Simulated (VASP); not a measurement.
Set up this calculation in VASP 6.6.1, as the native input.

```
Task                   : single point
Functional             : PBEsol
Potentials or basis    : VASP PAW PBE potentials, release 64 (Ca_sv)
Cutoff                 : 520 eV
k mesh                 : 12 × 12 × 12
Occupations            : gaussian, width 0.1 eV
Spin                   : no spin polarisation
Dipole correction      : no
Further INCAR settings : ALGO = Fast; EDIFF = 1e-06; NBANDS = 11
```

The structure of Ca lies in POSCAR:

```
Ca
1.0
   -2.2949319984      2.2571058996      2.2688409370
    2.2510097022     -2.2311917448      2.1987154210
    2.2964756418      2.2327353883     -2.2428195191
Ca
1
Direct
    0.5000000000      0.5000000000      0.0000000000
```

This cell differs from its parent crystal: the cell strained at random.

The input as run:

INCAR

```
PREC     = Accurate       # precision mode
ENCUT    = 520            # plane-wave cutoff, eV
EDIFF    = 1E-6           # SCF threshold, eV
ISMEAR   = 0              # smearing method
SIGMA    = 0.1            # smearing width, eV
LREAL    = False          # projectors in reciprocal space
LASPH    = True           # aspherical terms in the spheres
NELM     = 60             # most SCF steps
ALGO     = Fast           # electronic algorithm
ISIF     = 2              # what is computed and relaxed
LWAVE    = False          # write WAVECAR
LCHARG   = False          # write CHGCAR
GGA      = PS             # functional
NBANDS   = 11             # bands
```

KPOINTS

```
regular mesh
0
Gamma
  12 12 12
```

Potentials or basis: VASP PAW PBE potentials, release 64 (Ca_sv).

Command:

```sh
$ cat potpaw_PBE.64/Ca_sv/POTCAR > POTCAR
$ mpirun -np 1 vasp_std > vasp.out
```

It gave:

The pressure is -1.7 GPa. The band gap on the k mesh is zero (bands 5 and 6 overlap by 0.44 eV).

Caveat: the cell differs from its parent crystal (the cell strained at random); the PAW data sets were made with another functional, which shifts forces and pressure a little.

Wall time 9.9 min on 1 thread of Intel Xeon 8259CL, on a shared host, peak memory 0.52 GiB.
